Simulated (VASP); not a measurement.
Set up this calculation in VASP 6.6.1, as the native input.

| Item | Value |
| --- | --- |
| Task | relaxation of cell and atoms |
| Functional | PBEsol |
| Potentials or basis | VASP PAW PBE potentials, release 64 (Ti_sv, Al) |
| Cutoff | 600 eV |
| k mesh | 14 × 14 × 14 |
| Occupations | gaussian, width 0.1 eV |
| Spin | no spin polarisation |
| Dipole correction | no |
| Further INCAR settings | ALGO = Fast; EDIFF = 1e-06; IBRION = 2; EDIFFG = -0.005; NSW = 100; ISIF = 3 |

The structure of TiAl lies in POSCAR:

```
TiAl
1.0
    3.1790640000      0.0000000000      0.0000000000
    0.0000000000      3.1790640000      0.0000000000
    0.0000000000      0.0000000000      3.1790640000
Ti Al
1 1
Direct
    0.0000000000      0.0000000000      0.0000000000
    0.5000000000      0.5000000000      0.5000000000
```

The input as run:

INCAR

```
PREC = Accurate ; ENCUT = 600
EDIFF = 1E-6 ; ISMEAR = 0
SIGMA = 0.1 ; LREAL = False
LASPH = True ; NELM = 80
ALGO = Fast ; ISIF = 3
LWAVE = False ; LCHARG = False
GGA = PS ; IBRION = 2
NSW = 100 ; EDIFFG = -0.005
```

KPOINTS

```
Automatic mesh
0
Gamma
  14 14 14
```

Potentials or basis: VASP PAW PBE potentials, release 64 (Ti_sv, Al).

Launch:

```bash
$ cat potpaw_PBE.64/Ti_sv/POTCAR potpaw_PBE.64/Al/POTCAR > POTCAR
$ mpirun -np 1 vasp_std > vasp.out
```

It gave:

| Quantity | Value |
| --- | --- |
| Relaxed volume | 15.73 Å³/atom |
| Relaxed cell | a = 3.157 Å, b = 3.157 Å, c = 3.157 Å, α = 90.00°, β = 90.00°, γ = 90.00° |
| Space group after relaxing (to 0.1 Å) | Pm-3m (No. 221) |
| Energy gained by relaxing | 2.6 meV/atom |
| Ionic steps | 8 |
| Pressure after relaxing | 0.0 GPa |
| Band gap on the k mesh | zero (an odd number of electrons rules out a gap without spin polarisation) |

Caveat: the PAW data sets were made with another functional, which shifts forces and pressure a little.

It took 10 min on 1 thread of Intel Xeon 8259CL, on a shared host, peak memory 0.21 GiB.
